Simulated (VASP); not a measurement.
# Au (I4/mmm) in VASP: a series of runs

Runs on Au. Level: PBEsol. Tasks: single point.

Program: VASP 6.6.1. These are calculated values, not measurements. Logs are shortened: lines on timing, memory, paths and dates and some standing lists are left out, and cuts for length are marked.

## (1) The cell of the first run

Symmetry: I4/mmm, No. 139, tetragonal system. The conventional cell has a = 2.844 Å, b = 2.844 Å, c = 4.084 Å, α = 90.00°, β = 90.00°, γ = 90.00°. Au (site symmetry 4/mmm) has 12 Au at 2.84 to 2.87 Å within 3.7 Å.

## (2) Single point, PBEsol (strain -0.015 along x and y, +0.000 along z)

Contents of INCAR:

```
  ALGO = Fast
  EDIFF = 1E-6
  ENCUT = 520
  GGA = PS
  ISIF = 2
  ISMEAR = 0
  LASPH = T
  LCHARG = T
  LELF = T
  LREAL = F
  LVHAR = T
  LWAVE = F
  NBANDS = 12
  NELM = 80
  PREC = Accurate
  SIGMA = 0.15
```

Contents of KPOINTS:

```
k-points
0
Gamma
  26 26 26
```

Contents of POSCAR:

```
Au
1.0
    0.0000000000      2.0113053693      2.0419343851
    2.0113053693      0.0000000000      2.0419343851
    2.0113053693      2.0113053693      0.0000000000
Au
1
Direct
    0.0000000000      0.0000000000      0.0000000000
```

Potentials or basis: VASP PAW PBE potentials, release 64 (Au).

Run with:

```sh
$ cat potpaw_PBE.64/Au/POTCAR > POTCAR
$ mpirun -np 1 vasp_std > vasp.out
```

OUTCAR:

```text
EDIFF = 1E-6
   ENCUT = 520
   GGA = PS
   ISIF = 2
   ISMEAR = 0
   LASPH = T
   LREAL = F
   NELM = 80
   PREC = Accurate

 ion  position               nearest neighbor table
   1  0.000  0.000  0.000-

  LATTYP: Found a body centered tetragonal cell.
 ALAT       =     2.8444153313
 C/A-ratio  =     1.4357498095

  Lattice vectors:

 A1 = (  -2.0113053693,   0.0000000000,   2.0419343851)
 A2 = (   2.0113053693,   0.0000000000,   2.0419343851)
 A3 = (   0.0000000000,   2.0113053693,  -2.0419343851)

Analysis of symmetry for initial positions (statically):
=====================================================================
 Subroutine PRICEL returns:
 Original cell was already a primitive cell.

 Routine SETGRP: Setting up the symmetry group for a
 body centered tetragonal supercell.

 Subroutine GETGRP returns: Found 16 space group operations
 (whereof 16 operations were pure point group operations)
 out of a pool of 16 trial point group operations.

The static configuration has the point symmetry D_4h.

Analysis of symmetry for dynamics (positions and initial velocities):
=====================================================================
 Subroutine PRICEL returns:
 Original cell was already a primitive cell.

 Routine SETGRP: Setting up the symmetry group for a
 body centered tetragonal supercell.

 Subroutine GETGRP returns: Found 16 space group operations
 (whereof 16 operations were pure point group operations)
 out of a pool of 16 trial point group operations.

The dynamic configuration has the point symmetry D_4h.

 Subroutine INISYM returns: Found 16 space group operations
 (whereof 16 operations are pure point group operations),
 and found     1 'primitive' translations

----------------------------------------------------------------------------------------

                                     Primitive cell

  volume of cell :      16.5207

  direct lattice vectors                    reciprocal lattice vectors
     0.000000000  2.011305369  2.041934385    -0.248594772  0.248594772  0.244865851
     2.011305369  0.000000000  2.041934385     0.248594772 -0.248594772  0.244865851
     2.011305369  2.011305369  0.000000000     0.248594772  0.248594772 -0.244865851

  length of vectors
     2.866155146  2.866155146  2.844415331     0.428436700  0.428436700  0.428436700

  position of ions in fractional coordinates (direct lattice)
     0.000000000  0.000000000  0.000000000

  ion indices of the primitive-cell ions
   primitive index   ion index
                 1           1

----------------------------------------------------------------------------------------

 KPOINTS: k-points

Automatic generation of k-mesh.
 Grid dimensions read from file:
 generate k-points for:   26   26   26

 Generating k-lattice:

  Cartesian coordinates                     Fractional coordinates (reciprocal lattice)
    -0.009561337  0.009561337  0.009417917     0.038461538 -0.000000000  0.000000000
     0.009561337 -0.009561337  0.009417917    -0.000000000  0.038461538  0.000000000
     0.009561337  0.009561337 -0.009417917     0.000000000  0.000000000  0.038461538

  Length of vectors
     0.016478335  0.016478335  0.016478335

  Shift w.r.t. Gamma in fractional coordinates (k-lattice)
     0.000000000  0.000000000  0.000000000

 Subroutine IBZKPT returns following result:
 ===========================================

 Found   1330 irreducible k-points:

 Following reciprocal coordinates:
            Coordinates               Weight
  0.000000  0.000000  0.000000      1.000000
  0.038462  0.000000  0.000000      8.000000
  0.076923  0.000000  0.000000      8.000000
  0.115385  0.000000  0.000000      8.000000
  0.153846  0.000000  0.000000      8.000000
  0.192308  0.000000  0.000000      8.000000
[... 16 lines left out ...]
  0.346154  0.038462  0.000000      8.000000
  0.384615  0.038462  0.000000      8.000000
 [... further k-points ...]
   k-points           NKPTS =   1330   k-points in BZ     NKDIM =   1330   number of bands    NBANDS=     12
   number of dos      NEDOS =    301   number of ions     NIONS =      1
   total plane-waves  NPLWV =  13824
   dimension x,y,z NGX =    24 NGY =   24 NGZ =   24
   dimension x,y,z NGXF=    48 NGYF=   48 NGZF=   48
   ions per type =               1
   NGX,Y,Z   is equivalent  to a cutoff of  13.92, 13.92, 14.03 a.u.
   NGXF,Y,Z  is equivalent  to a cutoff of  27.84, 27.84, 28.05 a.u.
 SYSTEM =  unknown system
   PREC   = accura    normal or accurate (medium, high low for compatibility)
   ISTART =      0    job   : 0-new  1-cont  2-samecut
   ICHARG =      2    charge: 1-file 2-atom 10-const
   ISPIN  =      1    spin polarized calculation?
   LNONCOLLINEAR =      F non collinear calculations
   LSORBIT =      F    spin-orbit coupling
   LASPH  =      T    aspherical Exc in radial PAW
   ENCUT  =  520.0 eV  38.22 Ry    6.18 a.u.   5.33  5.33  5.29*2*pi/ulx,y,z
   NELM   =     80;   NELMIN=  2; NELMDL= -5     # of ELM steps
   EDIFF  = 0.1E-05   stopping-criterion for ELM
   LREAL  =      F    real-space projection
   EDIFFG = 0.1E-04   stopping-criterion for IOM
   NSW    =      0    number of steps for IOM
   IBRION =     -1    ionic relax: 0-MD 1-quasi-New 2-CG
   NFREE  =      0    steps in history (QN), initial steepest desc. (CG)
   ISIF   =      2    stress and relaxation
   ISYM   =      2    0-nonsym 1-usesym 2-fastsym
   POTIM  = 0.5000    time-step for ionic-motion
   TEBEG  =    0.0;   TEEND  =   0.0 temperature during run
   PSTRESS=    0.0 pullay stress
   NELECT =      11.0000    total number of electrons
   NUPDOWN=      -1.0000    fix difference up-down
   EMIN   =  10.00;   EMAX   =-10.00  energy-range for DOS
   EFERMI =   0.00;   METHOD = LEGACY
   ISMEAR =     0;   SIGMA  =   0.15  broadening in eV -4-tet -1-fermi 0-gaus
   EFERMI_NEDOS =   21; number of points for ismear=-14 and -15
   IALGO  =     68    algorithm
   IMIX   =      4    mixing-type and parameters
     AMIX     =   0.40;   BMIX     =  1.00
     AMIX_MAG =   1.60;   BMIX_MAG =  1.00
  volume/ion in A,a.u.               =      16.52       111.49
  Fermi-wavevector in a.u.,A,eV,Ry     =   1.429540  2.701440 27.804675  2.043586
  Thomas-Fermi vector in A             =   2.549483
   LORBIT       =      0    0 simple, 1 ext, 2 COOP (PROOUT), +10 PAW based schemes
   GGA     = PS    functional components
   LHFCALC =     F    Hartree Fock is set to
   AEXX    =    0.0000 exact exchange contribution
   IVDW    =     0    specifies the selected vdW correction
   LEPSILON=     F    determine dielectric tensor
   LRPA    =     F    only Hartree local field effects (RPA)
 non-spin polarized calculation
 RMM-DIIS sequential band-by-band and
 Gauss-broadening in eV      SIGMA  =   0.15
  energy-cutoff  :      520.00
  volume of cell :       16.52
 maximum number of plane-waves:       459
 NGX is ok and might be reduce to    24
   NGX = 11   NGY = 11   NGZ = 11

 number of electron      10.9999999 magnetization

 Free energy of the ion-electron system (eV)
  ---------------------------------------------------
  ext. energy  EPLUGINS =         0.00000000
  ---------------------------------------------------
  free energy    TOTEN  =        -3.91794726 eV

  energy without entropy =       -3.91526632  energy(sigma->0) =       -3.91660679

 E-fermi :   9.8255     XC(G=0): -13.0693

 val. band max:        9.8168943858   @ k =   0.5000   0.1154   0.3077
 cond. band min:       9.8421200386   @ k =   0.5000   0.2308   0.0769
 fundamental gap:      0.0252256528
 Fermi energy:         9.8255324550

 k-point     1 :       0.0000    0.0000    0.0000
  band No.  band energies     occupation
      1      -0.4500      2.00000
      2       4.8601      2.00000
      3       5.0032      2.00000
      4       5.0032      2.00000
      5       6.4903      2.00000
      6       6.6480      2.00000
      7      24.2630      0.00000
      8      28.2472      0.00000
      9      28.5272      0.00000
     10      28.5272      0.00000
     11      33.4053      0.00000
     12      38.3185      0.00000

 k-point     2 :       0.0385    0.0000    0.0000
  band No.  band energies     occupation
      1      -0.3966      2.00000
      2       4.8654      2.00000
      3       4.9983      2.00000
      4       5.0224      2.00000
      5       6.4820      2.00000
      6       6.6377      2.00000
      7      24.3310      0.00000
      8      28.0302      0.00000
      9      28.4436      0.00000
     10      28.5944      0.00000
     11      33.7552      0.00000
     12      37.5224      0.00000

 k-point     3 :       0.0769    0.0000    0.0000
  band No.  band energies     occupation
      1      -0.2383      2.00000
      2       4.8534      2.00000
      3       5.0120      2.00000
      4       5.0767      2.00000
      5       6.4613      2.00000
      6       6.6105      2.00000
      7      24.5197      0.00000
      8      27.1835      0.00000
      9      28.6080      0.00000
     10      28.7912      0.00000
     11      34.3366      0.00000
     12      36.4434      0.00000
[... 286 lines left out ...]
 k-point    23 :       0.3462    0.0385    0.0000
  band No.  band energies     occupation
      1       2.0601      2.00000
      2       5.0158      2.00000
      3       5.2254      2.00000
      4       5.5409      2.00000
      5       7.1948      2.00000
      6       7.3349      2.00000
      7      17.8777      0.00000
      8      24.6809      0.00000
      9      28.2952      0.00000
     10      29.1093      0.00000
     11      32.9416      0.00000
     12      33.8200      0.00000

 k-point    24 :       0.3846    0.0385    0.0000
  band No.  band energies     occupation
      1       2.1687      2.00000
      2       4.9408      2.00000
      3       5.1528      2.00000
      4       6.1903      2.00000
      5       7.5296      2.00000
      6       7.5304      2.00000
      7      16.3801      0.00000
      8      24.3187      0.00000
      9      27.8190      0.00000
     10      28.3105      0.00000
     11      33.8342      0.00000
     12      34.2550      0.00000

 [... further k-points ...]

------------------------ aborting loop because EDIFF is reached ----------------------------------------

  FORCE on cell =-STRESS in cart. coord.  units (eV):
  Direction    XX          YY          ZZ          XY          YZ          ZX
  --------------------------------------------------------------------------------------
  -------------------------------------------------------------------------------------
  Total        0.5744617      0.5744617      0.5168796      0.0000000      0.0000000      0.0000000
  in kB       55.7113698     55.7113698     50.1270566      0.0000000      0.0000000      0.0000000
  external PRESSURE =      53.8499320 kB  Pullay stress =       0.0000000 kB

 VOLUME and BASIS-vectors are now :
 -----------------------------------------------------------------------------
  energy-cutoff  :      520.00
  volume of cell :       16.52
      direct lattice vectors                 reciprocal lattice vectors
     0.000000000  2.011305369  2.041934385    -0.248594772  0.248594772  0.244865851
     2.011305369  0.000000000  2.041934385     0.248594772 -0.248594772  0.244865851
     2.011305369  2.011305369  0.000000000     0.248594772  0.248594772 -0.244865851

 POSITION                                       TOTAL-FORCE (eV/Angst)
 -----------------------------------------------------------------------------------
      0.00000      0.00000      0.00000        -0.000000      0.000000      0.000000
 -----------------------------------------------------------------------------------
    total drift:                                0.000000      0.000000      0.000000

  FREE ENERGIE OF THE ION-ELECTRON SYSTEM (eV)
  ---------------------------------------------------
  free  energy   TOTEN  =        -3.9179472599 eV

  energy  without entropy=       -3.9152663242  energy(sigma->0) =       -3.91660679
```

It took 2.2 min on 1 thread of AMD EPYC 9R45 (Zen 5), shared host; peak memory 0.33 GiB.

Results:

```
Free energy            : -3.9179 eV
Pressure               : 5.4 GPa
Band gap on the k mesh : zero (an odd number of electrons rules out a gap without spin polarisation)
```

Stress tensor (GPa, compression positive):
```
5.57 0.00 0.00
0.00 5.57 0.00
0.00 0.00 5.01
```

Caveat: the cell differs from its parent crystal (strain -0.015 along x and y, +0.000 along z); the cell stands under pressure; the PAW data sets were made with another functional, which shifts forces and pressure a little; spin-orbit coupling is left out, which moves the levels of the heavy elements.

(Part 1 of 2 ends here.)

The gap in the log of VASP goes by the Fermi energy; the results here count the filled bands.